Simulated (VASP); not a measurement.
Input of a VASP 6.6.1 run:

The input INCAR:

```
SYSTEM = Bi
PREC     = Accurate       ! precision mode
ENCUT    = 600            ! plane-wave cutoff, eV
EDIFF    = 1E-6           ! SCF threshold, eV
ISMEAR   = 0              ! smearing method
SIGMA    = 0.1            ! smearing width, eV
LREAL    = .False.        ! projectors in reciprocal space
LASPH    = .True.         ! aspherical terms in the spheres
NELM     = 60             ! most SCF steps
ALGO     = Fast           ! electronic algorithm
ISIF     = 3              ! what is computed and relaxed
LWAVE    = .False.        ! write WAVECAR
LCHARG   = .False.        ! write CHGCAR
GGA      = PE             ! functional
IBRION   = 2              ! ionic algorithm
NSW      = 90             ! ionic steps
EDIFFG   = -0.04          ! ionic threshold
```

File KPOINTS:

```
regular mesh
0
Gamma
  3 3 6
  0 0 0
```

Contents of POSCAR:

```
Bi
1.0
    6.0855846111      0.0000000000      0.0000000000
   -3.0427923055      5.2702708701      0.0000000000
    0.0000000000      0.0000000000      3.7307279572
Bi
3
Direct
    0.0000000000      0.0000000000      0.0000000000
    0.3333333333      0.6666666667      0.5000000000
    0.6666666667      0.3333333333      0.5000000000
```

Potentials or basis: VASP PAW PBE potentials, release 64 (Bi_d).

Command:

```bash
$ cat potpaw_PBE.64/Bi_d/POTCAR > POTCAR
$ mpirun -np 1 vasp_std > vasp.out
```

Question: Estimate the relaxed cell.

Answer: a = 5.762 Å, b = 5.762 Å, c = 3.320 Å, α = 90.00°, β = 90.00°, γ = 120.00°.

Question: Estimate the relaxed volume.

Answer: 31.83 Å³/atom.

Question: Predict the space group after relaxing (to 0.05 Å).

Answer: P6/mmm (No. 191).

Stress tensor (GPa, compression positive):
```
-0.10  0.00  0.00
 0.00 -0.10  0.00
 0.00  0.00 -0.18
```

Caveat: the k points lie up to 0.42 Å⁻¹ apart in the final cell; the volume moved by over 15 % at a fixed basis, so the end points are rough.
